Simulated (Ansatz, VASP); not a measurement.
## W in VASP and in Ansatz

```
CELL_PARAMETERS angstrom
2.79079 0.00000 0.00000
-1.39539 2.41689 0.00000
0.00000 0.00000 4.89713
ATOMIC_POSITIONS crystal
W 0.33333 0.66667 0.25000
W 0.66667 0.33333 0.75000
```

Alike in both runs: functional LDA; k mesh 17 × 17 × 9; occupations fermi-dirac, width 0.05 eV; no spin polarisation.

Ansatz relaxed the structure, and its values are those at the end. VASP's run is a single point on that final structure, the one shown.

|  | VASP | Ansatz |
| --- | --- | --- |
| version | VASP 6.6.1 | Ansatz 0.2.0 |
| potentials or method | VASP PAW LDA potentials, release 64 (W_sv), cutoff 520 eV | all-electron LAPW, non-relativistic |

VASP gave:

- pressure (GPa): -12.6

**Question.** What did Ansatz give for the same quantities?

**Answer.** Pressure (GPa): 0.0.

LDA's correlation is that of Perdew and Zunger in VASP and of Perdew and Wang (1992) in Ansatz. Ansatz ran all-electron here, and VASP with PAW potentials.

Spin-orbit coupling is off throughout.
